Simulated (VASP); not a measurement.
## As: relaxation of cell and atoms with r2SCAN

As, a slab with vacuum:

```
As
1.0
     3.60437    0.00000    0.00000
    -1.80218    3.12147    0.00000
     0.00000    0.00000   26.41564
As
2
Direct
  0.33333 0.66667 0.32020
  0.66667 0.33333 0.37287
```

```
Program                : VASP 6.6.1
Task                   : relaxation of cell and atoms
Functional             : r2SCAN
Potentials or basis    : VASP PAW PBE potentials, release 64 (As)
Cutoff                 : 550 eV
k mesh                 : 12 × 12 × 1
Occupations            : fermi-dirac, width 0.02 eV
Spin                   : no spin polarisation
Dipole correction      : yes
Further INCAR settings : ALGO = Normal; EDIFF = 1e-07; IBRION = 2; EDIFFG = -0.005; NSW = 80; ISIF = 3
```

```
Relaxed cell                          : a = 3.574 Å, b = 3.574 Å, c = 26.416 Å, α = 90.00°, β = 90.00°, γ = 120.00°
Space group after relaxing (to 0.1 Å) : P-3m1 (No. 164)
Energy gained by relaxing             : 3.8 meV/atom
Ionic steps                           : 7
Largest force after relaxing          : 0.004 eV/Å
Band gap on the k mesh                : 1.97 eV (least direct gap 2.45 eV)
```

Forces in eV/Å, atoms in the order of the input:
```
As   0.000  0.000 -0.004
As   0.000  0.000  0.004
```

Step by step:
```csv
step,energy change (eV),largest force (eV/Å),pressure (GPa),volume (Å³)
1,0.0000,0.3334,-0.28,297.20
2,-0.0038,0.2706,0.21,289.42
3,-0.0076,0.0159,0.00,292.57
4,-0.0076,0.0086,-0.01,292.67
5,-0.0076,0.0031,0.00,292.43
6,-0.0076,0.0054,-0.01,292.38
7,-0.0076,0.0044,0.00,292.26
```

Final structure:
```
As
1.0
     3.57427    0.00000    0.00000
    -1.78714    3.09541    0.00000
     0.00000    0.00000   26.41564
As
2
Direct
  0.33333 0.66667 0.32054
  0.66667 0.33333 0.37253
```

Levels at points of the mesh, in eV from the valence-band top:
```tsv
k point	band 3	band 4	band 5	band 6	band 7	band 8
(0.00, 0.00, 0.00)	-0.47	0.00	0.00	2.52	3.83	3.83
(0.50, 0.00, 0.00)	-3.49	-2.02	-1.55	2.33	3.58	4.99
```

Run time: 30 min on 1 thread of AMD EPYC 9R45 96-Core Processor (Zen 5) (shared host), peak memory 0.48 GiB.

Caveat: the relaxation moved the vacuum too, so the length across it says nothing of the material; the PAW data sets were made with another functional, which shifts forces and pressure a little.
